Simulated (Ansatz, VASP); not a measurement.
Sb in VASP and in Ansatz

```
Sb
1.0
     3.33385    0.00000    0.00000
     0.00000    3.33385    0.00000
     0.00000    0.00000   25.42950
Sb
5
Cartesian
  0.0000 0.0000 8.2348
  1.6669 1.6669 10.3181
  0.0000 0.0000 12.7147
  1.6669 1.6669 15.1114
  0.0000 0.0000 17.1947
```

Alike in both runs: functional PBEsol; k mesh 11 × 11 × 1; occupations fermi-dirac, width 0.1 eV; no spin polarisation.

Ansatz relaxed the structure, and its values are those at the end. VASP's run is a single point on that final structure, the one shown.

|  | VASP | Ansatz |
| --- | --- | --- |
| version | VASP 6.6.1 | Ansatz 0.2.0 |
| potentials or method | VASP PAW PBE potentials, release 64 (Sb), cutoff 520 eV | all-electron LAPW, scalar-relativistic |

Ansatz gave:

- rms of the force components (eV/Å): 0.001

Q: What did VASP give for the same quantities?

A: rms of the force components (eV/Å): 0.006.

VASP's potentials were made for PBE, not for PBEsol. Ansatz ran all-electron here, and VASP with PAW potentials.

Neither program's run includes spin-orbit coupling.
